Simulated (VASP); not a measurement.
A run of VASP 6.6.1:

File INCAR:

```
SYSTEM = RbLuS2
PREC = Accurate
ENCUT = 520
EDIFF = 1E-8
ISMEAR = -1
SIGMA = 0.01
LREAL = .FALSE.
LASPH = .TRUE.
NELM = 100
ALGO = Normal
ISIF = 2
LWAVE = .FALSE.
LCHARG = .FALSE.
GGA = PS
LEFG = .TRUE.
NBANDS = 31
```

KPOINTS

```
regular mesh
0
G
  9 9 9
  0 0 0
```

Contents of POSCAR:

```
RbLuS2
1.0
    2.0087140071      1.1597315728      7.6630865024
   -2.0087140071      1.1597315728      7.6630865024
    0.0000000000     -2.3194631454      7.6630865024
Rb Lu S
1 1 2
Direct
    0.0000000000      0.0000000000      0.0000000000
    0.5000000000      0.5000000000      0.5000000000
    0.2303000000      0.2303000000      0.2303000000
    0.7697000000      0.7697000000      0.7697000000
```

Potentials or basis: VASP PAW PBE potentials, release 64 (Rb_sv, Lu, S).

Run with:

```sh
$ cat potpaw_PBE.64/Rb_sv/POTCAR potpaw_PBE.64/Lu/POTCAR potpaw_PBE.64/S/POTCAR > POTCAR
$ mpirun -np 1 vasp_std > vasp.out
```

Hardware: 1 thread of AMD EPYC 7R32 (Zen 2) (shared host).

How long does it take, and how much memory?

Wall time 29 min on 1 thread of AMD EPYC 7R32 (Zen 2), on a shared host, peak memory 0.68 GiB. Counts: scf iterations 19, k points 85.
